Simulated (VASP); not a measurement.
# SrTlF3 (Pm-3m) in VASP: single point with HSE06

Aim: the single point of SrTlF3 with HSE06.

All numbers are computed with VASP 6.6.1; they aren't measurements. Logs are shortened: lines on timing, memory, paths and dates and some standing lists are left out, and cuts for length are marked.

## (1) The cell of the first run

The structure is cubic, space group Pm-3m (No. 221). Conventional cell: a = 4.591 Å, b = 4.591 Å, c = 4.591 Å, α = 90.00°, β = 90.00°, γ = 90.00°. Tl (site symmetry m-3m) has 12 F at 3.25 Å and 8 Sr at 3.98 Å within 4.3 Å. Within 3.0 Å of Sr (site symmetry m-3m) lie 6 F at 2.30 Å. F (site symmetry 4/mmm) has 2 Sr at 2.30 Å within 3.0 Å.

## (2) Single point, HSE06 (strain -2.5%)

Contents of POSCAR:

```
SrTlF3
1.0
    4.5908802038      0.0000000000      0.0000000000
    0.0000000000      4.5908802038      0.0000000000
    0.0000000000      0.0000000000      4.5908802038
Tl Sr F
1 1 3
Direct
    0.0000000000      0.0000000000      0.0000000000
    0.5000000000      0.5000000000      0.5000000000
    0.5000000000      0.5000000000      0.0000000000
    0.5000000000      0.0000000000      0.5000000000
    0.0000000000      0.5000000000      0.5000000000
```

Contents of INCAR.step1:

```
ALGO = Normal
EDIFF = 1E-5
ENCUT = 520
GGA = PE
GGA_COMPAT = False
ISIF = 2
ISMEAR = 0
KPAR = 4
LASPH = True
LCHARG = False
LREAL = False
LWAVE = True
NBANDS = 30
NELM = 120
PREC = Accurate
SIGMA = 0.01
```

Contents of INCAR.step2:

```
ALGO = Normal
EDIFF = 1E-6
ENCUT = 520
GGA = PE
GGA_COMPAT = False
HFSCREEN = 0.2079
ISIF = 2
ISMEAR = 0
ISTART = 1
KPAR = 4
LASPH = True
LCHARG = False
LHFCALC = True
LREAL = False
LWAVE = False
NBANDS = 30
NELM = 120
PREC = Accurate
PRECFOCK = Normal
SIGMA = 0.01
```

Contents of KPOINTS:

```
k-points
0
Gamma
  4 4 4
```

Potentials or basis: VASP PAW PBE potentials, release 64 (Tl_d, Sr_sv, F).

Started as:

```sh
$ cat potpaw_PBE.64/Tl_d/POTCAR potpaw_PBE.64/Sr_sv/POTCAR potpaw_PBE.64/F/POTCAR > POTCAR
$ cp INCAR.step1 INCAR
$ mpirun -np 4 vasp_std > vasp.out
$ cp INCAR.step2 INCAR
$ mpirun -np 4 vasp_std > vasp.out
```

OUTCAR:

```text
EDIFF = 1E-6
   ENCUT = 520
   GGA = PE
   HFSCREEN = 0.2079
   ISIF = 2
   ISMEAR = 0
   ISTART = 1
   LASPH = True
   LHFCALC = True
   LREAL = False
   NELM = 120
   PREC = Accurate
   PRECFOCK = Normal

 ion  position               nearest neighbor table
   1  0.000  0.000  0.000-   2 3.98   2 3.98   2 3.98   2 3.98   2 3.98   2 3.98   2 3.98   2 3.98

   2  0.500  0.500  0.500-   3 2.30   4 2.30   5 2.30   3 2.30   4 2.30   5 2.30   1 3.98   1 3.98
                             1 3.98   1 3.98   1 3.98   1 3.98   1 3.98   1 3.98
   3  0.500  0.500  0.000-   2 2.30   2 2.30
   4  0.500  0.000  0.500-   2 2.30   2 2.30
   5  0.000  0.500  0.500-   2 2.30   2 2.30

  LATTYP: Found a simple cubic cell.
 ALAT       =     4.5908802038

  Lattice vectors:

 A1 = (   4.5908802038,   0.0000000000,   0.0000000000)
 A2 = (   0.0000000000,   4.5908802038,   0.0000000000)
 A3 = (   0.0000000000,   0.0000000000,   4.5908802038)

Analysis of symmetry for initial positions (statically):
=====================================================================
 Subroutine PRICEL returns:
 Original cell was already a primitive cell.

 Routine SETGRP: Setting up the symmetry group for a
 simple cubic supercell.

 Subroutine GETGRP returns: Found 48 space group operations
 (whereof 48 operations were pure point group operations)
 out of a pool of 48 trial point group operations.

The static configuration has the point symmetry O_h .

Analysis of symmetry for dynamics (positions and initial velocities):
=====================================================================
 Subroutine PRICEL returns:
 Original cell was already a primitive cell.

 Routine SETGRP: Setting up the symmetry group for a
 simple cubic supercell.

 Subroutine GETGRP returns: Found 48 space group operations
 (whereof 48 operations were pure point group operations)
 out of a pool of 48 trial point group operations.

The dynamic configuration has the point symmetry O_h .

 Subroutine INISYM returns: Found 48 space group operations
 (whereof 48 operations are pure point group operations),
 and found     1 'primitive' translations

----------------------------------------------------------------------------------------

                                     Primitive cell

  volume of cell :      96.7582

  direct lattice vectors                    reciprocal lattice vectors
     4.590880204  0.000000000  0.000000000     0.217823153  0.000000000  0.000000000
     0.000000000  4.590880204  0.000000000     0.000000000  0.217823153  0.000000000
     0.000000000  0.000000000  4.590880204     0.000000000  0.000000000  0.217823153

  length of vectors
     4.590880204  4.590880204  4.590880204     0.217823153  0.217823153  0.217823153

  position of ions in fractional coordinates (direct lattice)
     0.000000000  0.000000000  0.000000000
     0.500000000  0.500000000  0.500000000
     0.500000000  0.500000000  0.000000000
     0.500000000  0.000000000  0.500000000
     0.000000000  0.500000000  0.500000000

  ion indices of the primitive-cell ions
   primitive index   ion index
                 1           1
                 2           2
                 3           3
                 4           4
                 5           5

----------------------------------------------------------------------------------------

 KPOINTS: k-points

Automatic generation of k-mesh.
 Grid dimensions read from file:
 generate k-points for:    4    4    4

 Generating k-lattice:

  Cartesian coordinates                     Fractional coordinates (reciprocal lattice)
     0.054455788  0.000000000  0.000000000     0.250000000  0.000000000  0.000000000
     0.000000000  0.054455788  0.000000000     0.000000000  0.250000000  0.000000000
     0.000000000  0.000000000  0.054455788     0.000000000  0.000000000  0.250000000

  Length of vectors
     0.054455788  0.054455788  0.054455788

  Shift w.r.t. Gamma in fractional coordinates (k-lattice)
     0.000000000  0.000000000  0.000000000

 Subroutine IBZKPT returns following result:
 ===========================================

 Found     10 irreducible k-points:

 Following reciprocal coordinates:
            Coordinates               Weight
  0.000000  0.000000  0.000000      1.000000
  0.250000  0.000000  0.000000      6.000000
  0.500000  0.000000  0.000000      3.000000
  0.250000  0.250000  0.000000     12.000000
  0.500000  0.250000  0.000000     12.000000
  0.500000  0.500000  0.000000      3.000000
  0.250000  0.250000  0.250000      8.000000
  0.500000  0.250000  0.250000     12.000000
  0.500000  0.500000  0.250000      6.000000
  0.500000  0.500000  0.500000      1.000000
   k-points           NKPTS =     10   k-points in BZ     NKDIM =     64   number of bands    NBANDS=     30
   number of dos      NEDOS =    301   number of ions     NIONS =      5
   total plane-waves  NPLWV =  46656
   dimension x,y,z NGX =    36 NGY =   36 NGZ =   36
   dimension x,y,z NGXF=    72 NGYF=   72 NGZF=   72
   ions per type =               1   1   3
   NGX,Y,Z   is equivalent  to a cutoff of  13.04, 13.04, 13.04 a.u.
   NGXF,Y,Z  is equivalent  to a cutoff of  26.07, 26.07, 26.07 a.u.
 SYSTEM =  unknown system
   PREC   = accura    normal or accurate (medium, high low for compatibility)
   ISTART =      1    job   : 0-new  1-cont  2-samecut
   ICHARG =      0    charge: 1-file 2-atom 10-const
   ISPIN  =      1    spin polarized calculation?
   LNONCOLLINEAR =      F non collinear calculations
   LSORBIT =      F    spin-orbit coupling
   LASPH  =      T    aspherical Exc in radial PAW
   ENCUT  =  520.0 eV  38.22 Ry    6.18 a.u.   8.54  8.54  8.54*2*pi/ulx,y,z
   NELM   =    120;   NELMIN=  2; NELMDL=  0     # of ELM steps
   EDIFF  = 0.1E-05   stopping-criterion for ELM
   LREAL  =      F    real-space projection
   EDIFFG = 0.1E-04   stopping-criterion for IOM
   NSW    =      0    number of steps for IOM
   IBRION =     -1    ionic relax: 0-MD 1-quasi-New 2-CG
   NFREE  =      0    steps in history (QN), initial steepest desc. (CG)
   ISIF   =      2    stress and relaxation
   ISYM   =      3    0-nonsym 1-usesym 2-fastsym
   POTIM  = 0.5000    time-step for ionic-motion
   TEBEG  =    0.0;   TEEND  =   0.0 temperature during run
   PSTRESS=    0.0 pullay stress
   NELECT =      44.0000    total number of electrons
   NUPDOWN=      -1.0000    fix difference up-down
   EMIN   =  10.00;   EMAX   =-10.00  energy-range for DOS
   EFERMI =   0.00;   METHOD = LEGACY
   ISMEAR =     0;   SIGMA  =   0.01  broadening in eV -4-tet -1-fermi 0-gaus
   EFERMI_NEDOS =   21; number of points for ismear=-14 and -15
   IALGO  =     38    algorithm
   IMIX   =      1    mixing-type and parameters
     AMIX     =   0.40;   BMIX     =  1.00
     AMIX_MAG =   1.60;   BMIX_MAG =  1.00
  volume/ion in A,a.u.               =      19.35       130.59
  Fermi-wavevector in a.u.,A,eV,Ry     =   1.258915  2.379005 21.563426  1.584867
  Thomas-Fermi vector in A             =   2.392501
   LORBIT       =      0    0 simple, 1 ext, 2 COOP (PROOUT), +10 PAW based schemes
   GGA     = PE    functional components
   LHFCALC =     T    Hartree Fock is set to
   PRECFOCK=normal    Normal, Fast or Accurate (Low or Medium for compatibility)
   ENCUT4O =  -1.0   cutoff for four orbital integrals eV
   NKREDX  =     1    reduce k-point grid by
   NKREDY  =     1    reduce k-point grid by
   NKREDZ  =     1    reduce k-point grid by
   AEXX    =    0.2500 exact exchange contribution
   HFSCREEN=    0.2079 screening length (either q_TF or 0.3 A-1)
   HFSCREENC=   0.2079 screening length for correlation (either q_TF or 0.3 A-1)
   ENCUTFOCK=  -1.0 apply spherical cutoff to Coloumb kernel
   IVDW    =     0    specifies the selected vdW correction
   LEPSILON=     F    determine dielectric tensor
   LRPA    =     F    only Hartree local field effects (RPA)
 non-spin polarized calculation
 Gauss-broadening in eV      SIGMA  =   0.01
  energy-cutoff  :      520.00
  volume of cell :       96.76
 maximum number of plane-waves:      2624
 NGX is ok and might be reduce to    36
  NGX = 28; NGY = 28; NGZ = 28

 number of electron      44.0000045 magnetization

 Free energy of the ion-electron system (eV)
  ---------------------------------------------------
  ext. energy  EPLUGINS =         0.00000000
  ---------------------------------------------------
  free energy    TOTEN  =       -28.91423071 eV

  energy without entropy =      -28.91423071  energy(sigma->0) =      -28.91423071

 E-fermi :  -1.7164     XC(G=0):  -7.3833

 val. band max:       -1.8358421318   @ k =   0.5000   0.0000   0.0000
 cond. band min:       3.9733955143   @ k =   0.5000   0.0000   0.0000
 fundamental gap:      5.8092376461
 Fermi energy:        -1.7163784041

 k-point     1 :       0.0000    0.0000    0.0000
  band No.  band energies     occupation
      1     -33.3697      2.00000
      2     -23.3818      2.00000
      3     -23.3818      2.00000
      4     -23.2997      2.00000
      5     -14.5881      2.00000
      6     -14.5881      2.00000
[... 22 lines left out ...]
     29      10.0796      0.00000
     30      10.0796      0.00000

 k-point     2 :       0.2500    0.0000    0.0000
  band No.  band energies     occupation
      1     -33.3574      2.00000
      2     -23.4920      2.00000
      3     -23.3810      2.00000
      4     -23.3207      2.00000
      5     -14.5794      2.00000
      6     -14.5794      2.00000
[... 22 lines left out ...]
     29      10.5942      0.00000
     30      10.9858      0.00000

 k-point     3 :       0.5000    0.0000    0.0000
  band No.  band energies     occupation
      1     -33.3451      2.00000
      2     -23.6141      2.00000
      3     -23.3797      2.00000
      4     -23.3228      2.00000
      5     -14.5706      2.00000
      6     -14.5706      2.00000
[... 22 lines left out ...]
     29      11.5346      0.00000
     30      12.0500      0.00000

 k-point     4 :       0.2500    0.2500    0.0000
  band No.  band energies     occupation
      1     -33.3452      2.00000
      2     -23.4992      2.00000
      3     -23.4784      2.00000
      4     -23.3459      2.00000
      5     -14.5696      2.00000
      6     -14.1341      2.00000
[... 22 lines left out ...]
     29      11.2475      0.00000
     30      12.7778      0.00000

 k-point     5 :       0.5000    0.2500    0.0000
  band No.  band energies     occupation
      1     -33.3328      2.00000
      2     -23.6120      2.00000
      3     -23.4867      2.00000
      4     -23.3477      2.00000
      5     -14.5596      2.00000
      6     -14.1244      2.00000
[... 22 lines left out ...]
     29      11.5375      0.00000
     30      12.2750      0.00000

 k-point     6 :       0.5000    0.5000    0.0000
  band No.  band energies     occupation
      1     -33.3204      2.00000
      2     -23.6099      2.00000
      3     -23.6099      2.00000
      4     -23.3501      2.00000
      5     -14.5486      2.00000
      6     -13.6413      2.00000
[... 22 lines left out ...]
     29      11.1012      0.00000
     30      14.1637      0.00000

 k-point     7 :       0.2500    0.2500    0.2500
  band No.  band energies     occupation
      1     -33.3329      2.00000
      2     -23.4980      2.00000
      3     -23.4980      2.00000
      4     -23.4568      2.00000
      5     -14.1248      2.00000
      6     -14.1248      2.00000
[... 22 lines left out ...]
     29      12.5939      0.00000
     30      13.1760      0.00000

 k-point     8 :       0.5000    0.2500    0.2500
  band No.  band energies     occupation
      1     -33.3205      2.00000
      2     -23.6102      2.00000
      3     -23.4967      2.00000
      4     -23.4687      2.00000
      5     -14.1157      2.00000
      6     -14.1123      2.00000
[... 22 lines left out ...]
     29      12.1084      0.00000
     30      12.6800      0.00000

 k-point     9 :       0.5000    0.5000    0.2500
  band No.  band energies     occupation
      1     -33.3081      2.00000
      2     -23.6087      2.00000
      3     -23.6087      2.00000
      4     -23.4819      2.00000
      5     -14.1036      2.00000
      6     -13.6320      2.00000
[... 22 lines left out ...]
     29      11.9578      0.00000
     30      13.9131      0.00000

 k-point    10 :       0.5000    0.5000    0.5000
  band No.  band energies     occupation
      1     -33.2957      2.00000
      2     -23.6078      2.00000
      3     -23.6078      2.00000
      4     -23.6078      2.00000
      5     -13.6227      2.00000
      6     -13.6227      2.00000
[... 22 lines left out ...]
     29      12.4008      0.00000
     30      12.4008      0.00000

------------------------ aborting loop because EDIFF is reached ----------------------------------------

  FORCE on cell =-STRESS in cart. coord.  units (eV):
  Direction    XX          YY          ZZ          XY          YZ          ZX
  --------------------------------------------------------------------------------------
  -------------------------------------------------------------------------------------
  Total        3.3962601      3.3962601      3.3962601      0.0000000      0.0000000     -0.0000000
  in kB       56.2371948     56.2371948     56.2371948      0.0000000      0.0000000     -0.0000000
  external PRESSURE =      56.2371948 kB  Pullay stress =       0.0000000 kB

 VOLUME and BASIS-vectors are now :
 -----------------------------------------------------------------------------
  energy-cutoff  :      520.00
  volume of cell :       96.76
      direct lattice vectors                 reciprocal lattice vectors
     4.590880204  0.000000000  0.000000000     0.217823153  0.000000000  0.000000000
     0.000000000  4.590880204  0.000000000     0.000000000  0.217823153  0.000000000
     0.000000000  0.000000000  4.590880204     0.000000000  0.000000000  0.217823153

 POSITION                                       TOTAL-FORCE (eV/Angst)
 -----------------------------------------------------------------------------------
      0.00000      0.00000      0.00000         0.000000      0.000000      0.000000
      2.29544      2.29544      2.29544         0.000000      0.000000      0.000000
      2.29544      2.29544      0.00000         0.000000      0.000000      0.000000
      2.29544      0.00000      2.29544         0.000000      0.000000      0.000000
      0.00000      2.29544      2.29544         0.000000      0.000000      0.000000
 -----------------------------------------------------------------------------------
    total drift:                                0.000000      0.000000      0.000001

  FREE ENERGIE OF THE ION-ELECTRON SYSTEM (eV)
  ---------------------------------------------------
  free  energy   TOTEN  =       -28.9142307057 eV

  energy  without entropy=      -28.9142307057  energy(sigma->0) =      -28.91423071
```

Run time: 26 min. Hardware: 4 MPI ranks of Intel Xeon Platinum 8375C at 2.90GHz (Ice Lake), shared host; peak memory 0.35 GiB.

Results:

```
Free energy            : -28.9142 eV
Pressure               : 5.6 GPa
Band gap on the k mesh : 5.81 eV
```

Levels at points of the mesh, in eV from the valence-band top:
```tsv
k point	band 18	band 19	band 20	band 21	band 22	band 23	band 24	band 25	band 26	band 27
(0.00, 0.00, 0.00)	-1.30	-1.30	-0.69	-0.69	-0.69	9.02	9.02	9.02	11.31	11.31
(0.50, 0.00, 0.00)	-1.33	-1.33	-0.69	-0.69	0.00	5.81	8.49	8.49	11.46	13.32
(0.50, 0.50, 0.00)	-1.50	-1.50	-0.92	-0.69	-0.15	6.88	6.88	8.53	12.04	12.04
(0.50, 0.50, 0.50)	-2.23	-1.43	-0.93	-0.93	-0.93	7.71	7.71	7.71	13.23	13.23
```

Caveat: the cell differs from its parent crystal (strain -2.5%); the cell stands under pressure; the PAW data sets were made with another functional, which shifts forces and pressure a little; spin-orbit coupling is left out, which moves the levels of the heavy elements. A k mesh can miss the band edges.
